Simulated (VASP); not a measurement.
**Eu: single point with r2SCAN**

Eu:

```
Eu
1.0
    -2.22747    2.22747    2.22747
     2.22747   -2.22747    2.22747
     2.22747    2.22747   -2.22747
Eu
1
Direct
  0.00000 0.00000 0.00000
```

```yaml
Program: VASP 6.6.1
Task: single point
Functional: r2SCAN
Potentials_or_basis: VASP PAW PBE potentials, release 64 (Eu)
Cutoff: 520 eV
k_mesh: 10 × 10 × 10
Occupations: methfessel-paxton, width 0.6 eV
Spin: collinear spin, ferromagnetic start
Starting_moments: "[7.31] μB"
```

```
Pressure                                              : -0.6 GPa
Net moment                                            : 7.91 μB per cell
Site moments                                          : Eu +6.73 μB
Valence electrons inside the program's atomic spheres : Eu 14.79
```

Levels at points of the mesh, in eV from the Fermi level:
Spin up:
| k point | band 9 | band 10 | band 11 | band 12 | band 13 | band 14 | band 15 | band 16 |
| --- | --- | --- | --- | --- | --- | --- | --- | --- |
| (0.00, 0.00, 0.00) | -0.61 | -0.53 | -0.53 | -0.53 | 1.96 | 1.96 | 1.96 | 3.49 |
| (0.50, 0.00, 0.00) | -0.60 | -0.48 | -0.45 | -0.39 | 0.27 | 0.46 | 3.47 | 4.17 |
| (0.50, 0.50, 0.50) | -0.72 | -0.72 | -0.34 | -0.34 | -0.34 | 4.76 | 4.76 | 4.76 |
Spin down:
```csv
k point,band 1,band 2,band 3,band 4,band 5,band 6,band 7,band 8,band 9,band 10
"(0.00, 0.00, 0.00)",-39.40,-18.42,-18.42,-18.42,-3.00,3.27,3.27,3.27,5.17,5.17
"(0.50, 0.00, 0.00)",-39.36,-18.90,-18.58,-18.42,-0.37,1.79,2.05,5.05,5.19,5.68
"(0.50, 0.50, 0.50)",-39.33,-18.76,-18.76,-18.76,0.26,0.26,5.10,5.10,5.10,5.62
```

Run time: 4.1 min on 1 thread of AMD EPYC 9R45 96-Core Processor (Zen 5), with other jobs on the host, peak memory 0.21 GiB.

Caveat: so wide a smearing shifts energies and pressures; the PAW data sets were made with another functional, which shifts forces and pressure a little; spin-orbit coupling is left out, which moves the levels of the heavy elements; semilocal functionals describe open f shells poorly, which spoils levels, moments and volumes. The state reached can hang on the start; a lower one may exist.
